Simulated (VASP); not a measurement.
# MoS2 (C2/c) in VASP: a series of runs

MoS2 is run at these levels: PBE; tasks: single point.

Everything below comes from runs of VASP 6.6.1. Logs are shortened: lines on timing, memory, paths and dates and some standing lists are left out, and cuts for length are marked.

**1. The cell of the first run**

It takes space group C2/c (No. 15, monoclinic). The conventional cell has a = 3.185 Å, b = 5.517 Å, c = 14.835 Å, α = 90.00°, β = 93.43°, γ = 90.00°. Within 3.2 Å of Mo (site symmetry 2) lie 6 S at 2.41 Å and 6 Mo at 3.19 Å. S (site symmetry 1) has 3 Mo at 2.41 Å and 7 S at 3.13 to 3.19 Å within 3.2 Å.

**2. Single point, PBE**

Contents of INCAR:

```
SYSTEM = MoS2
PREC = Accurate ; ENCUT = 520
EDIFF = 1E-6 ; ISMEAR = 0
SIGMA = 0.02 ; LREAL = .False.
LASPH = .True. ; NELM = 80
ALGO = Normal ; ISIF = 2
LWAVE = .False. ; LCHARG = .False.
GGA = PE ; NBANDS = 35
```

Contents of KPOINTS:

```
regular mesh
0
Gamma
  12 12 2
  0 0 0
```

Contents of POSCAR:

```
MoS2
1.0
    3.1850687718      0.0000000000      0.0000000000
   -1.5925343859      2.7583504691      0.0000000000
    0.8884801889      0.0000000000     14.8080031482
Mo S
2 4
Direct
    0.6670720345      0.3341440689      0.2500000000
    0.3329279655      0.6658559311      0.7500000000
    0.6956334366      0.3325388257      0.6444798983
    0.3043665634      0.6674611743      0.3555201017
    0.6369053891      0.3325388257      0.8555201017
    0.3630946109      0.6674611743      0.1444798983
```

Potentials or basis: VASP PAW PBE potentials, release 64 (Mo_sv, S).

Run with:

```bash
$ cat potpaw_PBE.64/Mo_sv/POTCAR potpaw_PBE.64/S/POTCAR > POTCAR
$ mpirun -np 1 vasp_std > vasp.out
```

OUTCAR:

```text
SYSTEM = MoS2
   PREC = Accurate
   ENCUT = 520
   EDIFF = 1E-6
   ISMEAR = 0
   LREAL = .False.
   LASPH = .True.
   NELM = 80
   ISIF = 2
   GGA = PE

 ion  position               nearest neighbor table
   1  0.667  0.334  0.250-   6 2.41   4 2.41   4 2.41   6 2.41   4 2.41   6 2.41
   2  0.333  0.666  0.750-   5 2.41   3 2.41   3 2.41   5 2.41   3 2.41   5 2.41
   3  0.696  0.333  0.644-   2 2.41   2 2.41   2 2.41
   4  0.304  0.667  0.356-   1 2.41   1 2.41   1 2.41
   5  0.637  0.333  0.856-   2 2.41   2 2.41   2 2.41
   6  0.363  0.667  0.144-   1 2.41   1 2.41   1 2.41

  LATTYP: Found a base centered monoclinic cell.
 ALAT       =     3.1850687718
 B/A-ratio  =     1.7320508075
 C/A-ratio  =     4.6575551961
 COS(beta)  =    -0.0598922907

  Lattice vectors:

 A1 = (  -1.5925343859,   2.7583504691,   0.0000000000)
 A2 = (  -1.5925343859,  -2.7583504691,   0.0000000000)
 A3 = (   0.8884801889,   0.0000000000,  14.8080031482)

Analysis of symmetry for initial positions (statically):
=====================================================================
 Subroutine PRICEL returns:
 Original cell was already a primitive cell.

 Routine SETGRP: Setting up the symmetry group for a
 base centered monoclinic supercell.

 Subroutine GETGRP returns: Found  4 space group operations
 (whereof  2 operations were pure point group operations)
 out of a pool of  4 trial point group operations.

The static configuration has the point symmetry S_2 .
 The point group associated with its full space group is C_2h.

Analysis of symmetry for dynamics (positions and initial velocities):
=====================================================================
 Subroutine PRICEL returns:
 Original cell was already a primitive cell.

 Routine SETGRP: Setting up the symmetry group for a
 base centered monoclinic supercell.

 Subroutine GETGRP returns: Found  4 space group operations
 (whereof  2 operations were pure point group operations)
 out of a pool of  4 trial point group operations.

The dynamic configuration has the point symmetry S_2 .
 The point group associated with its full space group is C_2h.

 Subroutine INISYM returns: Found  4 space group operations
 (whereof  2 operations are pure point group operations),
 and found     1 'primitive' translations

----------------------------------------------------------------------------------------

                                     Primitive cell

  volume of cell :     130.0962

  direct lattice vectors                    reciprocal lattice vectors
     3.185068772  0.000000000  0.000000000     0.313964963  0.181267756 -0.018837898
    -1.592534386  2.758350469  0.000000000     0.000000000  0.362535512  0.000000000
     0.888480189  0.000000000 14.808003148     0.000000000  0.000000000  0.067531050

  length of vectors
     3.185068772  3.185068772 14.834633608     0.363024605  0.362535512  0.067531050

  position of ions in fractional coordinates (direct lattice)
     0.667072035  0.334144069  0.250000000
     0.332927965  0.665855931  0.750000000
     0.695633437  0.332538826  0.644479898
     0.304366563  0.667461174  0.355520102
     0.636905389  0.332538826  0.855520102
     0.363094611  0.667461174  0.144479898

  ion indices of the primitive-cell ions
   primitive index   ion index
                 1           1
                 2           2
                 3           3
                 4           4
                 5           5
                 6           6

----------------------------------------------------------------------------------------

 KPOINTS: regular mesh

Automatic generation of k-mesh.
 Grid dimensions read from file:
 generate k-points for:   12   12    2

 Generating k-lattice:

  Cartesian coordinates                     Fractional coordinates (reciprocal lattice)
     0.026163747  0.015105646 -0.001569825     0.083333333 -0.000000000  0.000000000
     0.000000000  0.030211293  0.000000000     0.000000000  0.083333333  0.000000000
     0.000000000  0.000000000  0.033765525     0.000000000  0.000000000  0.500000000

  Length of vectors
     0.030252050  0.030211293  0.033765525

  Shift w.r.t. Gamma in fractional coordinates (k-lattice)
     0.000000000  0.000000000  0.000000000

 Subroutine IBZKPT returns following result:
 ===========================================

 Found     86 irreducible k-points:

 Following reciprocal coordinates:
            Coordinates               Weight
  0.000000  0.000000  0.000000      1.000000
  0.083333  0.000000 -0.000000      4.000000
  0.166667  0.000000  0.000000      4.000000
  0.250000  0.000000  0.000000      4.000000
  0.333333  0.000000  0.000000      4.000000
  0.416667  0.000000  0.000000      4.000000
[... 16 lines left out ...]
  0.333333  0.166667  0.000000      4.000000
  0.416667  0.166667  0.000000      4.000000
 [... further k-points ...]
   k-points           NKPTS =     86   k-points in BZ     NKDIM =     86   number of bands    NBANDS=     35
   number of dos      NEDOS =    301   number of ions     NIONS =      6
   total plane-waves  NPLWV =  64512
   dimension x,y,z NGX =    24 NGY =   24 NGZ =  112
   dimension x,y,z NGXF=    48 NGYF=   48 NGZF=  224
   ions per type =               2   4
   NGX,Y,Z   is equivalent  to a cutoff of  12.53, 12.53, 12.55 a.u.
   NGXF,Y,Z  is equivalent  to a cutoff of  25.05, 25.05, 25.10 a.u.
 SYSTEM =  MoS2
   PREC   = accura    normal or accurate (medium, high low for compatibility)
   ISTART =      0    job   : 0-new  1-cont  2-samecut
   ICHARG =      2    charge: 1-file 2-atom 10-const
   ISPIN  =      1    spin polarized calculation?
   LNONCOLLINEAR =      F non collinear calculations
   LSORBIT =      F    spin-orbit coupling
   LASPH  =      T    aspherical Exc in radial PAW
   ENCUT  =  520.0 eV  38.22 Ry    6.18 a.u.   5.92  5.92 27.58*2*pi/ulx,y,z
   NELM   =     80;   NELMIN=  2; NELMDL= -5     # of ELM steps
   EDIFF  = 0.1E-05   stopping-criterion for ELM
   LREAL  =      F    real-space projection
   EDIFFG = 0.1E-04   stopping-criterion for IOM
   NSW    =      0    number of steps for IOM
   IBRION =     -1    ionic relax: 0-MD 1-quasi-New 2-CG
   NFREE  =      0    steps in history (QN), initial steepest desc. (CG)
   ISIF   =      2    stress and relaxation
   ISYM   =      2    0-nonsym 1-usesym 2-fastsym
   POTIM  = 0.5000    time-step for ionic-motion
   TEBEG  =    0.0;   TEEND  =   0.0 temperature during run
   PSTRESS=    0.0 pullay stress
   NELECT =      52.0000    total number of electrons
   NUPDOWN=      -1.0000    fix difference up-down
   EMIN   =  10.00;   EMAX   =-10.00  energy-range for DOS
   EFERMI =   0.00;   METHOD = LEGACY
   ISMEAR =     0;   SIGMA  =   0.02  broadening in eV -4-tet -1-fermi 0-gaus
   EFERMI_NEDOS =   21; number of points for ismear=-14 and -15
   IALGO  =     38    algorithm
   IMIX   =      4    mixing-type and parameters
     AMIX     =   0.40;   BMIX     =  1.00
     AMIX_MAG =   1.60;   BMIX_MAG =  1.00
  volume/ion in A,a.u.               =      21.68       146.32
  Fermi-wavevector in a.u.,A,eV,Ry     =   1.205927  2.278872 19.786408  1.454260
  Thomas-Fermi vector in A             =   2.341609
   LORBIT       =      0    0 simple, 1 ext, 2 COOP (PROOUT), +10 PAW based schemes
   GGA     = PE    functional components
   LHFCALC =     F    Hartree Fock is set to
   AEXX    =    0.0000 exact exchange contribution
   IVDW    =     0    specifies the selected vdW correction
   LEPSILON=     F    determine dielectric tensor
   LRPA    =     F    only Hartree local field effects (RPA)
 non-spin polarized calculation
 Gauss-broadening in eV      SIGMA  =   0.02
  energy-cutoff  :      520.00
  volume of cell :      130.10
 maximum number of plane-waves:      3528
   NGX = 11   NGY = 11   NGZ = 55

 number of electron      51.9999995 magnetization

 Free energy of the ion-electron system (eV)
  ---------------------------------------------------
  ext. energy  EPLUGINS =         0.00000000
  ---------------------------------------------------
  free energy    TOTEN  =       -43.71503062 eV

  energy without entropy =      -43.71503062  energy(sigma->0) =      -43.71503062

 E-fermi :   5.0409     XC(G=0):  -9.4400

 val. band max:        4.7887145689   @ k =   0.0000   0.0000   0.0000
 cond. band min:       6.2464277920   @ k =   0.3333   0.3333   0.5000
 fundamental gap:      1.4577132230
 Fermi energy:         5.0408979487

 k-point     1 :       0.0000    0.0000    0.0000
  band No.  band energies     occupation
      1     -56.2864      2.00000
      2     -56.2864      2.00000
      3     -30.4239      2.00000
      4     -30.4239      2.00000
      5     -30.2222      2.00000
      6     -30.2222      2.00000
[... 27 lines left out ...]
     34       7.5904      0.00000
     35      10.4361      0.00000

 k-point     2 :       0.0833    0.0000   -0.0000
  band No.  band energies     occupation
      1     -56.2839      2.00000
      2     -56.2839      2.00000
      3     -30.4190      2.00000
      4     -30.4190      2.00000
      5     -30.2475      2.00000
      6     -30.2475      2.00000
[... 27 lines left out ...]
     34       7.5203      0.00000
     35      10.8261      0.00000

 k-point     3 :       0.1667    0.0000    0.0000
  band No.  band energies     occupation
      1     -56.2771      2.00000
      2     -56.2771      2.00000
      3     -30.4056      2.00000
      4     -30.4056      2.00000
      5     -30.3159      2.00000
      6     -30.3159      2.00000
[... 27 lines left out ...]
     34       7.9334      0.00000
     35      11.3886      0.00000
[... 723 lines left out ...]
 k-point    23 :       0.3333    0.1667    0.0000
  band No.  band energies     occupation
      1     -56.2493      2.00000
      2     -56.2493      2.00000
      3     -30.5434      2.00000
      4     -30.5434      2.00000
      5     -30.3549      2.00000
      6     -30.3549      2.00000
[... 27 lines left out ...]
     34       9.1093      0.00000
     35      11.5591      0.00000

 k-point    24 :       0.4167    0.1667    0.0000
  band No.  band energies     occupation
      1     -56.2472      2.00000
      2     -56.2472      2.00000
      3     -30.5593      2.00000
      4     -30.5593      2.00000
      5     -30.3649      2.00000
      6     -30.3649      2.00000
[... 27 lines left out ...]
     34       9.0778      0.00000
     35      11.1320      0.00000

 [... further k-points ...]

------------------------ aborting loop because EDIFF is reached ----------------------------------------

  FORCE on cell =-STRESS in cart. coord.  units (eV):
  Direction    XX          YY          ZZ          XY          YZ          ZX
  --------------------------------------------------------------------------------------
  -------------------------------------------------------------------------------------
  Total       -0.0713764     -0.0703600     -0.0940880      0.0000000      0.0000000     -0.0231885
  in kB       -0.8790233     -0.8665066     -1.1587241      0.0000000      0.0000000     -0.2855738
  external PRESSURE =      -0.9680846 kB  Pullay stress =       0.0000000 kB

 VOLUME and BASIS-vectors are now :
 -----------------------------------------------------------------------------
  energy-cutoff  :      520.00
  volume of cell :      130.10
      direct lattice vectors                 reciprocal lattice vectors
     3.185068772  0.000000000  0.000000000     0.313964963  0.181267756 -0.018837898
    -1.592534386  2.758350469  0.000000000     0.000000000  0.362535512  0.000000000
     0.888480189  0.000000000 14.808003148     0.000000000  0.000000000  0.067531050

 POSITION                                       TOTAL-FORCE (eV/Angst)
 -----------------------------------------------------------------------------------
      1.81465      0.92169      3.70200         0.000000     -0.000558     -0.000000
      0.66636      1.83666     11.10600        -0.000000      0.000558      0.000000
      2.25867      0.91726      9.54346         0.001377     -0.000515      0.011203
      0.22235      1.84109      5.26454        -0.001377      0.000515     -0.011203
      2.25912      0.91726     12.66854        -0.001377     -0.000515     -0.011203
      0.22189      1.84109      2.13946         0.001377      0.000515      0.011203
 -----------------------------------------------------------------------------------
    total drift:                               -0.000000      0.000000     -0.000000

  FREE ENERGIE OF THE ION-ELECTRON SYSTEM (eV)
  ---------------------------------------------------
  free  energy   TOTEN  =       -43.7150306190 eV

  energy  without entropy=      -43.7150306190  energy(sigma->0) =      -43.71503062
```

It took 2 min on 1 thread of Intel Xeon 6975P-C (Granite Rapids), shared host; peak memory 0.44 GiB.

What came out:

- Free energy: -43.7150 eV
- Pressure: -0.1 GPa
- Largest force: 0.011 eV/Å
- Band gap on the k mesh: 1.46 eV (least direct gap 1.67 eV)

Forces on the atoms (eV/Å):
```
Mo   0.000 -0.001  0.000
Mo   0.000  0.001  0.000
S    0.001 -0.001  0.011
S   -0.001  0.001 -0.011
S   -0.001 -0.001 -0.011
S    0.001  0.001  0.011
```

Caveat: this functional lacks dispersion, which binds layers or chains, so the pressure and a relaxed spacing across them are unreliable. A k mesh can miss the band edges.

[end of part 1 of 2]
